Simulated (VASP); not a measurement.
# Y (P6_3/mmc) in VASP: a series of runs

Runs on Y. Level: PBEsol. Tasks: single point, relaxation of cell and atoms.

Everything below comes from runs of VASP 6.6.1. Logs are shortened: lines on timing, memory, paths and dates and some standing lists are left out, and cuts for length are marked.

### Step 1. The cell of the first run

It takes space group P6_3/mmc (No. 194, hexagonal). Conventional cell: a = 3.598 Å, b = 3.598 Å, c = 5.585 Å, α = 90.00°, β = 90.00°, γ = 120.00°. Within 4.6 Å of Y (site symmetry -6m2) lie 12 Y at 3.48 to 3.60 Å.

### Step 2. Single point, PBEsol

Contents of INCAR:

```
SYSTEM = Y
  PREC = Accurate
  ENCUT = 520
  EDIFF = 1E-7
  ISMEAR = 0
  SIGMA = 0.1
  LREAL = .FALSE.
  LASPH = .TRUE.
  NELM = 100
  ALGO = Fast
  ISIF = 2
  LWAVE = .FALSE.
  LCHARG = .TRUE.
  GGA = PS
  LELF = .TRUE.
  LVHAR = .TRUE.
  NBANDS = 18
  ISYM = 0
```

Contents of KPOINTS:

```
regular mesh
0
G
  10 6 13
  0 0 0
```

Contents of POSCAR:

```
Y
1.0
    3.5978211074      0.0000000000      0.0000000000
   -1.7989105537      6.3949825757      0.0000000000
    1.7989105537      1.5181022662      2.7209562749
Y
2
Direct
    0.0833333333      0.7500000000      0.5833333333
    0.9166666667      0.2500000000      0.4166666667
```

Potentials or basis: VASP PAW PBE potentials, release 64 (Y_sv).

Launch:

```console
> cat potpaw_PBE.64/Y_sv/POTCAR > POTCAR
> mpirun -np 1 vasp_std > vasp.out
```

OUTCAR:

```text
SYSTEM = Y
   PREC = Accurate
   ENCUT = 520
   EDIFF = 1E-7
   ISMEAR = 0
   LREAL = .FALSE.
   LASPH = .TRUE.
   NELM = 100
   ISIF = 2
   GGA = PS
   ISYM = 0

 ion  position               nearest neighbor table
   1  0.083  0.750  0.583-   2 3.48   2 3.48   2 3.48   2 3.48   2 3.48   2 3.48
   2  0.917  0.250  0.417-   1 3.48   1 3.48   1 3.48   1 3.48   1 3.48   1 3.48

IMPORTANT INFORMATION: All symmetrisations will be switched off!
NOSYMM: (Re-)initialisation of all symmetry stuff for point group C_1.

----------------------------------------------------------------------------------------

                                     Primitive cell

  volume of cell :      62.6038

  direct lattice vectors                    reciprocal lattice vectors
     3.597821107  0.000000000  0.000000000     0.277946004  0.078186296 -0.227381380
    -1.798910554  6.394982576  0.000000000     0.000000000  0.156372592 -0.087244910
     1.798910554  1.518102266  2.720956275     0.000000000  0.000000000  0.367517850

  length of vectors
     3.597821107  6.643183072  3.597821107     0.367517850  0.179064407  0.367517850

  position of ions in fractional coordinates (direct lattice)
     0.083333333  0.750000000  0.583333333
     0.916666667  0.250000000  0.416666667

  ion indices of the primitive-cell ions
   primitive index   ion index
                 1           1
                 2           2

----------------------------------------------------------------------------------------

 KPOINTS: regular mesh

Automatic generation of k-mesh.
 Grid dimensions read from file:
 generate k-points for:   10    6   13

 Generating k-lattice:

  Cartesian coordinates                     Fractional coordinates (reciprocal lattice)
     0.027794600  0.007818630 -0.022738138     0.100000000 -0.000000000  0.000000000
     0.000000000  0.026062099 -0.014540818     0.000000000  0.166666667 -0.000000000
     0.000000000  0.000000000  0.028270604     0.000000000  0.000000000  0.076923077

  Length of vectors
     0.036751785  0.029844068  0.028270604

  Shift w.r.t. Gamma in fractional coordinates (k-lattice)
     0.000000000  0.000000000  0.000000000

 -----------------------------------------------------------------------------
|                                                                             |
|           W    W    AA    RRRRR   N    N  II  N    N   GGGG   !!!           |
|           W    W   A  A   R    R  NN   N  II  NN   N  G    G  !!!           |
|           W    W  A    A  R    R  N N  N  II  N N  N  G       !!!           |
|           W WW W  AAAAAA  RRRRR   N  N N  II  N  N N  G  GGG   !            |
|           WW  WW  A    A  R   R   N   NN  II  N   NN  G    G                |
|           W    W  A    A  R    R  N    N  II  N    N   GGGG   !!!           |
|                                                                             |
|     Your reciprocal lattice and k-lattice belong to different lattice       |
|     classes:                                                                |
|                                                                             |
|        The reciprocal lattice is hexagonal,                                 |
|        whereas your k-lattice is triclinic.                                 |
|                                                                             |
|     Results are often still useful ...                                      |
|                                                                             |
 -----------------------------------------------------------------------------

 WARNING: IBZKPT: internal override: KBLOWUP is changed to .FALSE.
      ... skipping the blow-up phase ...

 Subroutine IBZKPT returns following result:
 ===========================================

 Found    392 irreducible k-points:

 Following reciprocal coordinates:
            Coordinates               Weight
  0.000000  0.000000  0.000000      1.000000
  0.100000 -0.000000  0.000000      2.000000
  0.200000 -0.000000  0.000000      2.000000
  0.300000  0.000000  0.000000      2.000000
  0.400000 -0.000000  0.000000      2.000000
  0.500000  0.000000  0.000000      1.000000
[... 16 lines left out ...]
 -0.400000  0.333333  0.000000      2.000000
 -0.300000  0.333333  0.000000      2.000000
 [... further k-points ...]
   k-points           NKPTS =    392   k-points in BZ     NKDIM =    392   number of bands    NBANDS=     18
   number of dos      NEDOS =    301   number of ions     NIONS =      2
   total plane-waves  NPLWV =  39200
   dimension x,y,z NGX =    28 NGY =   50 NGZ =   28
   dimension x,y,z NGXF=    56 NGYF=  100 NGZF=   56
   ions per type =               2
   NGX,Y,Z   is equivalent  to a cutoff of  12.94, 12.51, 12.94 a.u.
   NGXF,Y,Z  is equivalent  to a cutoff of  25.88, 25.03, 25.88 a.u.
 SYSTEM =  Y
   PREC   = accura    normal or accurate (medium, high low for compatibility)
   ISTART =      0    job   : 0-new  1-cont  2-samecut
   ICHARG =      2    charge: 1-file 2-atom 10-const
   ISPIN  =      1    spin polarized calculation?
   LNONCOLLINEAR =      F non collinear calculations
   LSORBIT =      F    spin-orbit coupling
   LASPH  =      T    aspherical Exc in radial PAW
   ENCUT  =  520.0 eV  38.22 Ry    6.18 a.u.   6.69 12.35  6.69*2*pi/ulx,y,z
   NELM   =    100;   NELMIN=  2; NELMDL= -5     # of ELM steps
   EDIFF  = 0.1E-06   stopping-criterion for ELM
   LREAL  =      F    real-space projection
   EDIFFG = 0.1E-05   stopping-criterion for IOM
   NSW    =      0    number of steps for IOM
   IBRION =     -1    ionic relax: 0-MD 1-quasi-New 2-CG
   NFREE  =      0    steps in history (QN), initial steepest desc. (CG)
   ISIF   =      2    stress and relaxation
   ISYM   =      0    0-nonsym 1-usesym 2-fastsym
   POTIM  = 0.5000    time-step for ionic-motion
   TEBEG  =    0.0;   TEEND  =   0.0 temperature during run
   PSTRESS=    0.0 pullay stress
   NELECT =      22.0000    total number of electrons
   NUPDOWN=      -1.0000    fix difference up-down
   EMIN   =  10.00;   EMAX   =-10.00  energy-range for DOS
   EFERMI =   0.00;   METHOD = LEGACY
   ISMEAR =     0;   SIGMA  =   0.10  broadening in eV -4-tet -1-fermi 0-gaus
   EFERMI_NEDOS =   21; number of points for ismear=-14 and -15
   IALGO  =     68    algorithm
   IMIX   =      4    mixing-type and parameters
     AMIX     =   0.40;   BMIX     =  1.00
     AMIX_MAG =   1.60;   BMIX_MAG =  1.00
  volume/ion in A,a.u.               =      31.30       211.24
  Fermi-wavevector in a.u.,A,eV,Ry     =   1.155267  2.183137 18.158893  1.334641
  Thomas-Fermi vector in A             =   2.291897
   LORBIT       =      0    0 simple, 1 ext, 2 COOP (PROOUT), +10 PAW based schemes
   GGA     = PS    functional components
   LHFCALC =     F    Hartree Fock is set to
   AEXX    =    0.0000 exact exchange contribution
   IVDW    =     0    specifies the selected vdW correction
   LEPSILON=     F    determine dielectric tensor
   LRPA    =     F    only Hartree local field effects (RPA)
 non-spin polarized calculation
 RMM-DIIS sequential band-by-band and
 Gauss-broadening in eV      SIGMA  =   0.10
  energy-cutoff  :      520.00
  volume of cell :       62.60
 maximum number of plane-waves:      1725
   NGX = 13   NGY = 25   NGZ = 13

 number of electron      21.9999999 magnetization

 Free energy of the ion-electron system (eV)
  ---------------------------------------------------
  ext. energy  EPLUGINS =         0.00000000
  ---------------------------------------------------
  free energy    TOTEN  =       -13.64932778 eV

  energy without entropy =      -13.63149957  energy(sigma->0) =      -13.64041367

 E-fermi :   3.1154     XC(G=0):  -9.7232

 val. band max:        3.1113378401   @ k =   0.0000  -0.1667   0.3846
 cond. band min:       3.1170081488   @ k =  -0.1000   0.5000   0.3077
 fundamental gap:      0.0056703086
 Fermi energy:         3.1153817352

 k-point     1 :       0.0000    0.0000    0.0000
  band No.  band energies     occupation
      1     -39.3643      2.00000
      2     -39.2692      2.00000
      3     -19.7335      2.00000
      4     -19.1707      2.00000
      5     -19.1703      2.00000
      6     -19.0602      2.00000
[... 10 lines left out ...]
     17       5.9376      0.00000
     18       5.9379      0.00000

 k-point     2 :       0.1000   -0.0000    0.0000
  band No.  band energies     occupation
      1     -39.3560      2.00000
      2     -39.2696      2.00000
      3     -19.6975      2.00000
      4     -19.2079      2.00000
      5     -19.1821      2.00000
      6     -19.1124      2.00000
[... 10 lines left out ...]
     17       5.9268      0.00000
     18       5.9807      0.00000

 k-point     3 :       0.2000   -0.0000    0.0000
  band No.  band energies     occupation
      1     -39.3344      2.00000
      2     -39.2704      2.00000
      3     -19.6163      2.00000
      4     -19.2974      2.00000
      5     -19.2562      2.00000
      6     -19.2074      2.00000
[... 10 lines left out ...]
     17       6.3661      0.00000
     18       6.5095      0.00000

 k-point     4 :       0.3000    0.0000    0.0000
  band No.  band energies     occupation
      1     -39.3075      2.00000
      2     -39.2715      2.00000
      3     -19.5903      2.00000
      4     -19.4520      2.00000
      5     -19.3060      2.00000
      6     -19.2293      2.00000
[... 375 lines left out ...]
      4     -19.5211      2.00000
      5     -19.3700      2.00000
      6     -19.2950      2.00000
[... 10 lines left out ...]
     17       8.4533      0.00000
     18       9.0164      0.00000

 k-point    23 :      -0.4000    0.3333    0.0000
  band No.  band energies     occupation
      1     -39.2994      2.00000
      2     -39.2585      2.00000
      3     -19.5767      2.00000
      4     -19.4677      2.00000
      5     -19.4400      2.00000
      6     -19.2931      2.00000
[... 10 lines left out ...]
     17       7.9062      0.00000
     18       8.0091      0.00000

 k-point    24 :      -0.3000    0.3333    0.0000
  band No.  band energies     occupation
      1     -39.3199      2.00000
      2     -39.2589      2.00000
      3     -19.5701      2.00000
      4     -19.4513      2.00000
      5     -19.3423      2.00000
      6     -19.2621      2.00000
[... 10 lines left out ...]
     17       6.9101      0.00000
     18       7.1319      0.00000

 [... further k-points ...]
[... 5 lines left out ...]
  --------------------------------------------------------------------------------------
  -------------------------------------------------------------------------------------
  Total       -0.0343433     -0.0437288     -0.0383453      0.0003430      0.0138948     -0.0034165
  in kB       -0.8789258     -1.1191216     -0.9813449      0.0087785      0.3555999     -0.0874353
  external PRESSURE =      -0.9931308 kB  Pullay stress =       0.0000000 kB

 VOLUME and BASIS-vectors are now :
 -----------------------------------------------------------------------------
  energy-cutoff  :      520.00
  volume of cell :       62.60
      direct lattice vectors                 reciprocal lattice vectors
     3.597821107  0.000000000  0.000000000     0.277946004  0.078186296 -0.227381380
    -1.798910554  6.394982576  0.000000000     0.000000000  0.156372592 -0.087244910
     1.798910554  1.518102266  2.720956275     0.000000000  0.000000000  0.367517850

 POSITION                                       TOTAL-FORCE (eV/Angst)
 -----------------------------------------------------------------------------------
     -0.00000      5.68180      1.58722         0.000424     -0.001788     -0.003679
      3.59782      2.23129      1.13373        -0.000424      0.001788      0.003679
 -----------------------------------------------------------------------------------
    total drift:                                0.000001      0.000005      0.000004

  FREE ENERGIE OF THE ION-ELECTRON SYSTEM (eV)
  ---------------------------------------------------
  free  energy   TOTEN  =       -13.6493277822 eV

  energy  without entropy=      -13.6314995658  energy(sigma->0) =      -13.64041367
```

Run time: 5.7 min. Hardware: 1 thread of Intel Xeon 6975P-C (Granite Rapids), shared host; peak memory 0.53 GiB.

Results:

```yaml
Free_energy: -13.6493 eV
Pressure: -0.1 GPa
Largest_force: 0.004 eV/Å
Band_gap_on_the_k_mesh: zero (bands 11 and 12 overlap by 1.61 eV)
```

Forces on the atoms (eV/Å):
```
Y    0.000 -0.002 -0.004
Y    0.000  0.002  0.004
```

Caveat: the PAW data sets were made with another functional, which shifts forces and pressure a little.

[end of part 1 of 2]
